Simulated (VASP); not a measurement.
# Ta2Si (I4/mcm) in VASP: notebook, part 3 of 3

VASP 6.6.1. Earlier steps stand in the parts before.

## Step 4: Single point, PBEsol+D3(BJ)

This run uses another cell than the first one, of 15.45 Å³/atom, 0.997 times its volume.

INCAR reads:

```
ALGO     = Normal         # electronic algorithm
EDIFF    = 1E-6           # SCF threshold, eV
ENCUT    = 500            # plane-wave cutoff, eV
GGA      = PS             # functional
GGA_COMPAT= False        
ISIF     = 2              # what is computed and relaxed
ISMEAR   = 0              # smearing method
IVDW     = 12             # dispersion correction
LASPH    = True           # aspherical terms in the spheres
LCHARG   = False          # write CHGCAR
LREAL    = False          # projectors in reciprocal space
LWAVE    = False          # write WAVECAR
NBANDS   = 39             # bands
NELM     = 120            # most SCF steps
PREC     = Accurate       # precision mode
SIGMA    = 0.1            # smearing width, eV
```

KPOINTS reads:

```
k-points
0
Gamma
  10 10 10
```

POSCAR reads:

```
Ta2Si
1.0
   -3.0451501456      3.0451501456      2.4988039948
    3.0451501456     -3.0451501456      2.4988039948
    3.0451501456      3.0451501456     -2.4988039948
Ta Si
4 2
Direct
    0.6628166430      0.8371833570      0.5000000000
    0.8371833570      0.3371833570      0.1743667141
    0.3371833570      0.1628166430      0.5000000000
    0.1628166430      0.6628166430      0.8256332859
    0.2500000000      0.2500000000      0.0000000000
    0.7500000000      0.7500000000      0.0000000000
```

Potentials or basis: VASP PAW PBE potentials, release 64 (Ta_sv_GW, Si).

The run is started by

```console
> cat potpaw_PBE.64/Ta_sv_GW/POTCAR potpaw_PBE.64/Si/POTCAR > POTCAR
> mpirun -np 1 vasp_std > vasp.out
```

OUTCAR:

```text
EDIFF = 1E-6
   ENCUT = 500
   GGA = PS
   ISIF = 2
   ISMEAR = 0
   IVDW = 12
   LASPH = True
   LREAL = False
   NELM = 120
   PREC = Accurate
 IVDW          = 12

 ion  position               nearest neighbor table
   1  0.663  0.837  0.500-   5 2.60   6 2.60   6 2.60   5 2.60   3 2.80   3 2.92   3 2.92   2 3.19
                             4 3.19   4 3.19   2 3.19   4 3.23   2 3.23   4 3.23   2 3.23
   2  0.837  0.337  0.174-   6 2.60   5 2.60   5 2.60   6 2.60   4 2.80   4 2.92   4 2.92   1 3.19
                             3 3.19   3 3.19   1 3.19   1 3.23   3 3.23   3 3.23   1 3.23
   3  0.337  0.163  0.500-   6 2.60   5 2.60   5 2.60   6 2.60   1 2.80   1 2.92   1 2.92   2 3.19
                             4 3.19   4 3.19   2 3.19   4 3.23   2 3.23   2 3.23   4 3.23
   4  0.163  0.663  0.826-   6 2.60   5 2.60   5 2.60   6 2.60   2 2.80   2 2.92   2 2.92   3 3.19
                             1 3.19   1 3.19   3 3.19   3 3.23   1 3.23   1 3.23   3 3.23
   5  0.250  0.250  0.000-   6 2.50   6 2.50   1 2.60   3 2.60   1 2.60   3 2.60   2 2.60   4 2.60
                             4 2.60   2 2.60
   6  0.750  0.750  0.000-   5 2.50   5 2.50   3 2.60   1 2.60   3 2.60   1 2.60   4 2.60   2 2.60
                             4 2.60   2 2.60

  LATTYP: Found a body centered tetragonal cell.
 ALAT       =     6.0903002912
 C/A-ratio  =     0.8205848235

  Lattice vectors:

 A1 = (  -3.0451501456,   3.0451501456,   2.4988039948)
 A2 = (   3.0451501456,  -3.0451501456,   2.4988039948)
 A3 = (   3.0451501456,   3.0451501456,  -2.4988039948)

Analysis of symmetry for initial positions (statically):
=====================================================================
 Subroutine PRICEL returns:
 Original cell was already a primitive cell.

 Routine SETGRP: Setting up the symmetry group for a
 body centered tetragonal supercell.

 Subroutine GETGRP returns: Found 16 space group operations
 (whereof  8 operations were pure point group operations)
 out of a pool of 16 trial point group operations.

The static configuration has the point symmetry C_4h.
 The point group associated with its full space group is D_4h.

Analysis of symmetry for dynamics (positions and initial velocities):
=====================================================================
 Subroutine PRICEL returns:
 Original cell was already a primitive cell.

 Routine SETGRP: Setting up the symmetry group for a
 body centered tetragonal supercell.

 Subroutine GETGRP returns: Found 16 space group operations
 (whereof  8 operations were pure point group operations)
 out of a pool of 16 trial point group operations.

The dynamic configuration has the point symmetry C_4h.
 The point group associated with its full space group is D_4h.

 Subroutine INISYM returns: Found 16 space group operations
 (whereof  8 operations are pure point group operations),
 and found     1 'primitive' translations

----------------------------------------------------------------------------------------

                                     Primitive cell

  volume of cell :      92.6850

  direct lattice vectors                    reciprocal lattice vectors
    -3.045150146  3.045150146  2.498803995     0.000000000  0.164195516  0.200095726
     3.045150146 -3.045150146  2.498803995     0.164195516  0.000000000  0.200095726
     3.045150146  3.045150146 -2.498803995     0.164195516  0.164195516  0.000000000
[... 53 lines left out ...]
  0.400000 -0.000000  0.000000      8.000000
  0.500000  0.000000  0.000000      4.000000
[... 16 lines left out ...]
  0.300000  0.300000  0.000000      8.000000
  0.400000  0.300000  0.000000     16.000000
 [... further k-points ...]
   k-points           NKPTS =    102   k-points in BZ     NKDIM =    102   number of bands    NBANDS=     39
   number of dos      NEDOS =    301   number of ions     NIONS =      6
   total plane-waves  NPLWV =  46656
   dimension x,y,z NGX =    36 NGY =   36 NGZ =   36
   dimension x,y,z NGXF=    72 NGYF=   72 NGZF=   72
   ions per type =               4   2
   NGX,Y,Z   is equivalent  to a cutoff of  12.02, 12.02, 12.02 a.u.
   NGXF,Y,Z  is equivalent  to a cutoff of  24.04, 24.04, 24.04 a.u.
 SYSTEM =  unknown system
   PREC   = accura    normal or accurate (medium, high low for compatibility)
   ISTART =      0    job   : 0-new  1-cont  2-samecut
   ICHARG =      2    charge: 1-file 2-atom 10-const
   ISPIN  =      1    spin polarized calculation?
   LNONCOLLINEAR =      F non collinear calculations
   LSORBIT =      F    spin-orbit coupling
   LASPH  =      T    aspherical Exc in radial PAW
   ENCUT  =  500.0 eV  36.75 Ry    6.06 a.u.   9.08  9.08  9.08*2*pi/ulx,y,z
   NELM   =    120;   NELMIN=  2; NELMDL= -5     # of ELM steps
   EDIFF  = 0.1E-05   stopping-criterion for ELM
   LREAL  =      F    real-space projection
   EDIFFG = 0.1E-04   stopping-criterion for IOM
   NSW    =      0    number of steps for IOM
   IBRION =     -1    ionic relax: 0-MD 1-quasi-New 2-CG
   NFREE  =      0    steps in history (QN), initial steepest desc. (CG)
   ISIF   =      2    stress and relaxation
   ISYM   =      2    0-nonsym 1-usesym 2-fastsym
   POTIM  = 0.5000    time-step for ionic-motion
   TEBEG  =    0.0;   TEEND  =   0.0 temperature during run
   PSTRESS=    0.0 pullay stress
   NELECT =      60.0000    total number of electrons
   NUPDOWN=      -1.0000    fix difference up-down
   EMIN   =  10.00;   EMAX   =-10.00  energy-range for DOS
   EFERMI =   0.00;   METHOD = LEGACY
   ISMEAR =     0;   SIGMA  =   0.10  broadening in eV -4-tet -1-fermi 0-gaus
   EFERMI_NEDOS =   21; number of points for ismear=-14 and -15
   IALGO  =     38    algorithm
   IMIX   =      4    mixing-type and parameters
     AMIX     =   0.40;   BMIX     =  1.00
     AMIX_MAG =   1.60;   BMIX_MAG =  1.00
  volume/ion in A,a.u.               =      15.45       104.24
  Fermi-wavevector in a.u.,A,eV,Ry     =   1.416192  2.676214 27.287830  2.005599
  Thomas-Fermi vector in A             =   2.537552
   LORBIT       =      0    0 simple, 1 ext, 2 COOP (PROOUT), +10 PAW based schemes
   GGA     = PS    functional components
   LHFCALC =     F    Hartree Fock is set to
   AEXX    =    0.0000 exact exchange contribution
   IVDW    =    12    specifies the selected vdW correction
   LEPSILON=     F    determine dielectric tensor
   LRPA    =     F    only Hartree local field effects (RPA)
 non-spin polarized calculation
 Gauss-broadening in eV      SIGMA  =   0.10
  energy-cutoff  :      500.00
  volume of cell :       92.69
 maximum number of plane-waves:      2380
   NGX = 19   NGY = 19   NGZ = 19

 number of electron      60.0000001 magnetization

 Free energy of the ion-electron system (eV)
  ---------------------------------------------------
  ext. energy  EPLUGINS =         0.00000000
  ---------------------------------------------------
  free energy    TOTEN  =       -75.31312501 eV

  energy without entropy =      -75.29732418  energy(sigma->0) =      -75.30522459

 E-fermi :  11.6817     XC(G=0): -13.0529

 val. band max:       11.6812611188   @ k =  -0.4000   0.4000   0.1000
 cond. band min:      11.6920962583   @ k =  -0.2000   0.3000   0.1000
 fundamental gap:      0.0108351395
 Fermi energy:        11.6816835913

 k-point     1 :       0.0000    0.0000    0.0000
  band No.  band energies     occupation
      1     -56.0676      2.00000
      2     -56.0218      2.00000
      3     -55.9730      2.00000
      4     -55.9730      2.00000
      5     -22.7793      2.00000
      6     -22.7548      2.00000
[... 997 lines left out ...]
     38      15.6223      0.00000
     39      16.1122      0.00000

 [... further k-points ...]

------------------------ aborting loop because EDIFF is reached ----------------------------------------

 Edisp (eV)   -3.98054

 E8    (eV) :    -2.8594

  FORCE on cell =-STRESS in cart. coord.  units (eV):
  Direction    XX          YY          ZZ          XY          YZ          ZX
  --------------------------------------------------------------------------------------
  -------------------------------------------------------------------------------------
  Total      -1.11789    -1.11789    -1.13607     0.00000     0.00000     0.00000
  in kB     -19.32408   -19.32408   -19.63848     0.00000     0.00000     0.00000
  external pressure =      -19.43 kB  Pullay stress =        0.00 kB

 VOLUME and BASIS-vectors are now :
 -----------------------------------------------------------------------------
  energy-cutoff  :      500.00
  volume of cell :       92.69
      direct lattice vectors                 reciprocal lattice vectors
    -3.045150146  3.045150146  2.498803995     0.000000000  0.164195516  0.200095726
     3.045150146 -3.045150146  2.498803995     0.164195516  0.000000000  0.200095726
     3.045150146  3.045150146 -2.498803995     0.164195516  0.164195516  0.000000000

 POSITION                                       TOTAL-FORCE (eV/Angst)
 -----------------------------------------------------------------------------------
      2.05355      0.99160      2.49880         0.010241     -0.010241      0.000000
     -0.99160      2.05355      2.49880         0.010241      0.010241     -0.000000
      0.99160      2.05355      0.00000        -0.010241      0.010241      0.000000
      4.03675      0.99160      0.00000        -0.010241     -0.010241      0.000000
      0.00000      0.00000      1.24940        -0.000000     -0.000000      0.000000
      0.00000      0.00000      3.74821        -0.000000      0.000000      0.000000
 -----------------------------------------------------------------------------------
    total drift:                                0.000000     -0.000000      0.000000

  FREE ENERGIE OF THE ION-ELECTRON SYSTEM (eV)
  ---------------------------------------------------
  free  energy   TOTEN  =       -79.2936609971 eV

  energy  without entropy=      -79.2778601594  energy(sigma->0) =      -79.28576058
```

Run time: 5.5 min. Hardware: 1 thread of Intel Xeon Platinum 8488C (Sapphire Rapids), shared host; peak memory 0.42 GiB.

Results:

```yaml
Free_energy: -79.2937 eV
Pressure: -1.9 GPa
Largest_force: 0.014 eV/Å
Band_gap_on_the_k_mesh: zero (band 30 reaches 12.04 eV, above the bottom of band 31 at 11.25 eV)
Dispersion_energy_per_atom: -0.663 eV
```

Forces in eV/Å, atoms in the order of the input:
```
Ta   0.010 -0.010  0.000
Ta   0.010  0.010  0.000
Ta  -0.010  0.010  0.000
Ta  -0.010 -0.010  0.000
Si   0.000  0.000  0.000
Si   0.000  0.000  0.000
```

Levels at points of the mesh, in eV from the Fermi level:
```
           k point  band 28  band 29  band 30  band 31  band 32  band 33
(0.00, 0.00, 0.00)    -2.05     0.20     0.21     0.93     1.36     1.36
(0.50, 0.00, 0.00)    -2.05    -1.04    -1.04     0.68     0.68     1.95
(0.50, 0.50, 0.00)    -1.45    -0.24     0.02     0.07     0.66     1.39
(0.50, 0.50, 0.50)    -1.08    -1.04    -1.04    -0.26     0.19     0.71
```

Caveat: three body term missing; the PAW data sets were made with another functional, which shifts forces and pressure a little; spin-orbit coupling is left out, which moves the levels of the heavy elements; pairwise dispersion overbinds metals, which lowers pressure and volume.

## Step 5: The runs side by side

| level | potentials or basis | cell | cutoff (eV) | second run | gap on the mesh (eV) | pressure (GPa) | largest force (eV/Å) |
| --- | --- | --- | --- | --- | --- | --- | --- |
| LDA | VASP PAW LDA potentials, release 64 (Ta_pv, Si) | a = 4.983 Å, angles 104.6, 104.6, 119.7°, 6 atoms | 520 | - | none | 0.9 | 0.01 |
| PBEsol+D4 | VASP PAW PBE potentials, release 64 (Ta_pv, Si) | a = 5.003 Å, angles 104.6, 104.6, 119.7°, 6 atoms | 520 | - | none | 0.3 | 0.01 |
| PBEsol+D3(BJ) | VASP PAW PBE potentials, release 64 (Ta_sv_GW, Si) | a = 4.979 Å, angles 104.6, 104.6, 119.8°, 6 atoms | 500 | valence_matched | none | -1.9 | 0.01 |

Alike in all rows: task single point; no spin polarisation; k mesh 10 × 10 × 10; smearing gaussian 0.1 eV.

Caveats: spin-orbit coupling is left out, which moves the levels of the heavy elements; the PAW data sets were made with another functional, which shifts forces and pressure a little (some runs); pairwise dispersion overbinds metals, which lowers pressure and volume (some runs); three body term missing (some runs).

Total energies depend on the potentials used, so only differences within one code and one set of settings carry meaning.
